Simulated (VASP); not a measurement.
# In2O3 (R-3c) in VASP: single point with PBEsol

Aim: the single point of In2O3 with PBEsol.

Program: VASP 6.6.1. These are calculated values, not measurements. Logs are shortened: lines on timing, memory, paths and dates and some standing lists are left out, and cuts for length are marked.

## (1) The cell of the first run

The structure is trigonal, space group R-3c (No. 167). The conventional cell has a = 5.512 Å, b = 5.512 Å, c = 14.537 Å, α = 90.00°, β = 90.00°, γ = 120.00°. In (site symmetry 3) has 6 O at 2.13 to 2.26 Å within 2.8 Å. O (site symmetry 2) has 4 In at 2.13 to 2.26 Å and 8 O at 2.82 to 3.11 Å within 3.2 Å.

## (2) Single point, PBEsol

The input, INCAR:

```
SYSTEM = In2O3
PREC = Accurate ; ENCUT = 520
EDIFF = 1E-6 ; ISMEAR = 0
SIGMA = 0.02 ; LREAL = .False.
LASPH = .True. ; NELM = 80
ALGO = Normal ; ISIF = 2
LWAVE = .False. ; LCHARG = .False.
GGA = PS ; NBANDS = 55
```

The input, KPOINTS:

```
regular mesh
0
Gamma
  6 6 6
  0 0 0
```

The input, POSCAR:

```
In2O3
1.0
    2.7562186578      1.5913035840      4.8456979816
   -2.7562186578      1.5913035840      4.8456979816
    0.0000000000     -3.1826071681      4.8456979816
In O
4 6
Direct
    0.6425528069      0.6425528069      0.6425528069
    0.8574471931      0.8574471931      0.8574471931
    0.3574471931      0.3574471931      0.3574471931
    0.1425528069      0.1425528069      0.1425528069
    0.0458555512      0.7500000000      0.4541444488
    0.7500000000      0.4541444488      0.0458555512
    0.4541444488      0.0458555512      0.7500000000
    0.9541444488      0.2500000000      0.5458555512
    0.5458555512      0.9541444488      0.2500000000
    0.2500000000      0.5458555512      0.9541444488
```

Potentials or basis: VASP PAW PBE potentials, release 64 (In_d, O).

The run is started by

```sh
$ cat potpaw_PBE.64/In_d/POTCAR potpaw_PBE.64/O/POTCAR > POTCAR
$ mpirun -np 1 vasp_std > vasp.out
```

OUTCAR:

```text
SYSTEM = In2O3
   PREC = Accurate
   ENCUT = 520
   EDIFF = 1E-6
   ISMEAR = 0
   LREAL = .False.
   LASPH = .True.
   NELM = 80
   ISIF = 2
   GGA = PS

 ion  position               nearest neighbor table
   1  0.643  0.643  0.643-   8 2.13  10 2.13   9 2.13   5 2.26   7 2.26   6 2.26   2 3.12   3 3.26
                             3 3.26   3 3.26   2 3.62   2 3.62   2 3.62   4 4.00   4 4.00   4 4.00
   2  0.857  0.857  0.857-  10 2.13   8 2.13   9 2.13   6 2.26   7 2.26   5 2.26   1 3.12   4 3.26
                             4 3.26   4 3.26   1 3.62   1 3.62   1 3.62   3 4.00   3 4.00   3 4.00
   3  0.357  0.357  0.357-   5 2.13   6 2.13   7 2.13   8 2.26   9 2.26  10 2.26   4 3.12   1 3.26
                             1 3.26   1 3.26   4 3.62   4 3.62   4 3.62   2 4.00   2 4.00   2 4.00
   4  0.143  0.143  0.143-   6 2.13   5 2.13   7 2.13  10 2.26   9 2.26   8 2.26   3 3.12   2 3.26
                             2 3.26   2 3.26   3 3.62   3 3.62   3 3.62   1 4.00   1 4.00   1 4.00
   5  0.046  0.750  0.454-   3 2.13   4 2.13   1 2.26   2 2.26
   6  0.750  0.454  0.046-   4 2.13   3 2.13   2 2.26   1 2.26
   7  0.454  0.046  0.750-   3 2.13   4 2.13   1 2.26   2 2.26
   8  0.954  0.250  0.546-   1 2.13   2 2.13   3 2.26   4 2.26
   9  0.546  0.954  0.250-   1 2.13   2 2.13   3 2.26   4 2.26
  10  0.250  0.546  0.954-   2 2.13   1 2.13   4 2.26   3 2.26

  LATTYP: Found a trigonal (rhomboedric) cell.
 ALAT       =     5.7973940107
 COS(alpha) =     0.5479445628

  Lattice vectors:

 A1 = (   2.7562186578,   1.5913035840,   4.8456979816)
 A2 = (  -2.7562186578,   1.5913035840,   4.8456979816)
 A3 = (   0.0000000000,  -3.1826071681,   4.8456979816)

Analysis of symmetry for initial positions (statically):
=====================================================================
 Subroutine PRICEL returns:
 Original cell was already a primitive cell.

 Routine SETGRP: Setting up the symmetry group for a
 trigonal (rhombohedral) supercell.

 Subroutine GETGRP returns: Found 12 space group operations
 (whereof  6 operations were pure point group operations)
 out of a pool of 12 trial point group operations.

The static configuration has the point symmetry S_6 .
 The point group associated with its full space group is D_3d.

Analysis of symmetry for dynamics (positions and initial velocities):
=====================================================================
 Subroutine PRICEL returns:
 Original cell was already a primitive cell.

 Routine SETGRP: Setting up the symmetry group for a
 trigonal (rhombohedral) supercell.

 Subroutine GETGRP returns: Found 12 space group operations
 (whereof  6 operations were pure point group operations)
 out of a pool of 12 trial point group operations.

The dynamic configuration has the point symmetry S_6 .
 The point group associated with its full space group is D_3d.

 Subroutine INISYM returns: Found 12 space group operations
 (whereof  6 operations are pure point group operations),
 and found     1 'primitive' translations

----------------------------------------------------------------------------------------

                                     Primitive cell

  volume of cell :     127.5188

  direct lattice vectors                    reciprocal lattice vectors
     2.756218658  1.591303584  4.845697982     0.181407959  0.104735934  0.068789540
    -2.756218658  1.591303584  4.845697982    -0.181407959  0.104735934  0.068789540
     0.000000000 -3.182607168  4.845697982     0.000000000 -0.209471867  0.068789540

  length of vectors
     5.797394011  5.797394011  5.797394011     0.220477808  0.220477808  0.220477808

  position of ions in fractional coordinates (direct lattice)
     0.642552807  0.642552807  0.642552807
     0.857447193  0.857447193  0.857447193
     0.357447193  0.357447193  0.357447193
     0.142552807  0.142552807  0.142552807
     0.045855551  0.750000000  0.454144449
     0.750000000  0.454144449  0.045855551
     0.454144449  0.045855551  0.750000000
     0.954144449  0.250000000  0.545855551
     0.545855551  0.954144449  0.250000000
     0.250000000  0.545855551  0.954144449

  ion indices of the primitive-cell ions
   primitive index   ion index
                 1           1
                 2           2
                 3           3
                 4           4
                 5           5
                 6           6
                 7           7
                 8           8
                 9           9
                10          10

----------------------------------------------------------------------------------------

 KPOINTS: regular mesh

Automatic generation of k-mesh.
 Grid dimensions read from file:
 generate k-points for:    6    6    6

 Generating k-lattice:

  Cartesian coordinates                     Fractional coordinates (reciprocal lattice)
     0.030234660  0.017455989  0.011464923     0.166666667  0.000000000  0.000000000
    -0.030234660  0.017455989  0.011464923     0.000000000  0.166666667  0.000000000
     0.000000000 -0.034911978  0.011464923     0.000000000  0.000000000  0.166666667

  Length of vectors
     0.036746301  0.036746301  0.036746301

  Shift w.r.t. Gamma in fractional coordinates (k-lattice)
     0.000000000  0.000000000  0.000000000

 Subroutine IBZKPT returns following result:
 ===========================================

 Found     32 irreducible k-points:

 Following reciprocal coordinates:
            Coordinates               Weight
  0.000000  0.000000  0.000000      1.000000
  0.166667  0.000000 -0.000000      6.000000
  0.333333  0.000000 -0.000000      6.000000
  0.500000  0.000000 -0.000000      3.000000
  0.166667  0.166667 -0.000000      6.000000
  0.333333  0.166667 -0.000000     12.000000
[... 16 lines left out ...]
  0.500000  0.500000  0.166667      6.000000
 -0.333333  0.500000  0.166667     12.000000
 [... further k-points ...]
   k-points           NKPTS =     32   k-points in BZ     NKDIM =     32   number of bands    NBANDS=     55
   number of dos      NEDOS =    301   number of ions     NIONS =     10
   total plane-waves  NPLWV = 110592
   dimension x,y,z NGX =    48 NGY =   48 NGZ =   48
   dimension x,y,z NGXF=    96 NGYF=   96 NGZF=   96
   ions per type =               4   6
   NGX,Y,Z   is equivalent  to a cutoff of  13.76, 13.76, 13.76 a.u.
   NGXF,Y,Z  is equivalent  to a cutoff of  27.53, 27.53, 27.53 a.u.
 SYSTEM =  In2O3
   PREC   = accura    normal or accurate (medium, high low for compatibility)
   ISTART =      0    job   : 0-new  1-cont  2-samecut
   ICHARG =      2    charge: 1-file 2-atom 10-const
   ISPIN  =      1    spin polarized calculation?
   LNONCOLLINEAR =      F non collinear calculations
   LSORBIT =      F    spin-orbit coupling
   LASPH  =      T    aspherical Exc in radial PAW
   ENCUT  =  520.0 eV  38.22 Ry    6.18 a.u.  10.78 10.78 10.78*2*pi/ulx,y,z
   NELM   =     80;   NELMIN=  2; NELMDL= -5     # of ELM steps
   EDIFF  = 0.1E-05   stopping-criterion for ELM
   LREAL  =      F    real-space projection
   EDIFFG = 0.1E-04   stopping-criterion for IOM
   NSW    =      0    number of steps for IOM
   IBRION =     -1    ionic relax: 0-MD 1-quasi-New 2-CG
   NFREE  =      0    steps in history (QN), initial steepest desc. (CG)
   ISIF   =      2    stress and relaxation
   ISYM   =      2    0-nonsym 1-usesym 2-fastsym
   POTIM  = 0.5000    time-step for ionic-motion
   TEBEG  =    0.0;   TEEND  =   0.0 temperature during run
   PSTRESS=    0.0 pullay stress
   NELECT =      88.0000    total number of electrons
   NUPDOWN=      -1.0000    fix difference up-down
   EMIN   =  10.00;   EMAX   =-10.00  energy-range for DOS
   EFERMI =   0.00;   METHOD = LEGACY
   ISMEAR =     0;   SIGMA  =   0.02  broadening in eV -4-tet -1-fermi 0-gaus
   EFERMI_NEDOS =   21; number of points for ismear=-14 and -15
   IALGO  =     38    algorithm
   IMIX   =      4    mixing-type and parameters
     AMIX     =   0.40;   BMIX     =  1.00
     AMIX_MAG =   1.60;   BMIX_MAG =  1.00
  volume/ion in A,a.u.               =      12.75        86.05
  Fermi-wavevector in a.u.,A,eV,Ry     =   1.446697  2.733861 28.476077  2.092933
  Thomas-Fermi vector in A             =   2.564736
   LORBIT       =      0    0 simple, 1 ext, 2 COOP (PROOUT), +10 PAW based schemes
   GGA     = PS    functional components
   LHFCALC =     F    Hartree Fock is set to
   AEXX    =    0.0000 exact exchange contribution
   IVDW    =     0    specifies the selected vdW correction
   LEPSILON=     F    determine dielectric tensor
   LRPA    =     F    only Hartree local field effects (RPA)
 non-spin polarized calculation
 Gauss-broadening in eV      SIGMA  =   0.02
  energy-cutoff  :      520.00
  volume of cell :      127.52
 maximum number of plane-waves:      3452
 NGX is ok and might be reduce to    48
   NGX = 21   NGY = 21   NGZ = 21

 number of electron      88.0000015 magnetization

 Free energy of the ion-electron system (eV)
  ---------------------------------------------------
  ext. energy  EPLUGINS =         0.00000000
  ---------------------------------------------------
  free energy    TOTEN  =       -59.38985315 eV

  energy without entropy =      -59.38985315  energy(sigma->0) =      -59.38985315

 E-fermi :   5.4893     XC(G=0): -11.4511

 val. band max:        5.3498571841   @ k =   0.3333   0.0000  -0.0000
 cond. band min:       6.4583219371   @ k =   0.0000   0.0000   0.0000
 fundamental gap:      1.1084647530
 Fermi energy:         5.4893159867

 k-point     1 :       0.0000    0.0000    0.0000
  band No.  band energies     occupation
      1     -12.1895      2.00000
      2     -11.2797      2.00000
      3     -11.2797      2.00000
      4     -11.0693      2.00000
      5     -11.0693      2.00000
      6     -10.9831      2.00000
[... 47 lines left out ...]
     54      15.0375      0.00000
[... 1333 lines left out ...]
     54      15.7431      0.00000
     55      16.4260      0.00000

 [... further k-points ...]

------------------------ aborting loop because EDIFF is reached ----------------------------------------

  FORCE on cell =-STRESS in cart. coord.  units (eV):
  Direction    XX          YY          ZZ          XY          YZ          ZX
  --------------------------------------------------------------------------------------
  -------------------------------------------------------------------------------------
  Total        0.4424337      0.4424337      0.3174971      0.0000000     -0.0000000      0.0000000
  in kB        5.5588439      5.5588439      3.9891098      0.0000000     -0.0000000      0.0000000
  external PRESSURE =       5.0355992 kB  Pullay stress =       0.0000000 kB

 VOLUME and BASIS-vectors are now :
 -----------------------------------------------------------------------------
  energy-cutoff  :      520.00
  volume of cell :      127.52
      direct lattice vectors                 reciprocal lattice vectors
     2.756218658  1.591303584  4.845697982     0.181407959  0.104735934  0.068789540
    -2.756218658  1.591303584  4.845697982    -0.181407959  0.104735934  0.068789540
     0.000000000 -3.182607168  4.845697982     0.000000000 -0.209471867  0.068789540

 POSITION                                       TOTAL-FORCE (eV/Angst)
 -----------------------------------------------------------------------------------
      0.00000     -0.00000      9.34085         0.000000     -0.000000      0.002071
      0.00000     -0.00000     12.46479         0.000000      0.000000     -0.002071
      0.00000     -0.00000      5.19624         0.000000      0.000000     -0.002071
      0.00000     -0.00000      2.07230         0.000000     -0.000000      0.002071
     -1.94078     -0.17892      6.05712        -0.002442     -0.004230     -0.000000
      0.81544      1.77022      6.05712        -0.002442      0.004230     -0.000000
      1.12533     -1.59130      6.05712         0.004885     -0.000000     -0.000000
      1.94078      0.17892      8.47997         0.002442      0.004230     -0.000000
     -1.12533      1.59130      8.47997        -0.004885     -0.000000     -0.000000
     -0.81544     -1.77022      8.47997         0.002442     -0.004230     -0.000000
 -----------------------------------------------------------------------------------
    total drift:                               -0.000000     -0.000000      0.000000

  FREE ENERGIE OF THE ION-ELECTRON SYSTEM (eV)
  ---------------------------------------------------
  free  energy   TOTEN  =       -59.3898531453 eV

  energy  without entropy=      -59.3898531453  energy(sigma->0) =      -59.38985315
```

Run time: 9 min. Hardware: 1 thread of AMD EPYC 7R13, shared host; peak memory 0.37 GiB.

What came out:

```
Free energy            : -59.3899 eV
Pressure               : 0.5 GPa
Largest force          : 0.005 eV/Å
Band gap on the k mesh : 1.11 eV (least direct gap 1.16 eV)
```

Forces on the atoms (eV/Å):
```
In   0.000  0.000  0.002
In   0.000  0.000 -0.002
In   0.000  0.000 -0.002
In   0.000  0.000  0.002
O   -0.002 -0.004  0.000
O   -0.002  0.004  0.000
O    0.005  0.000  0.000
O    0.002  0.004  0.000
O   -0.005  0.000  0.000
O    0.002 -0.004  0.000
```

Levels at points of the mesh, in eV from the valence-band top:
```
           k point  band 42  band 43  band 44  band 45  band 46  band 47
(0.00, 0.00, 0.00)    -0.26    -0.05    -0.05     1.11     5.35     6.10
(0.50, 0.00, 0.00)    -0.74    -0.06    -0.06     4.82     4.82     5.73
(0.50, 0.50, 0.00)    -0.34    -0.09    -0.04     5.04     5.37     6.32
(0.50, 0.50, 0.50)    -0.20    -0.20    -0.20     4.26     4.26     7.02
```

Caveat: the PAW data sets were made with another functional, which shifts forces and pressure a little; spin-orbit coupling is left out, which moves the levels of the heavy elements.
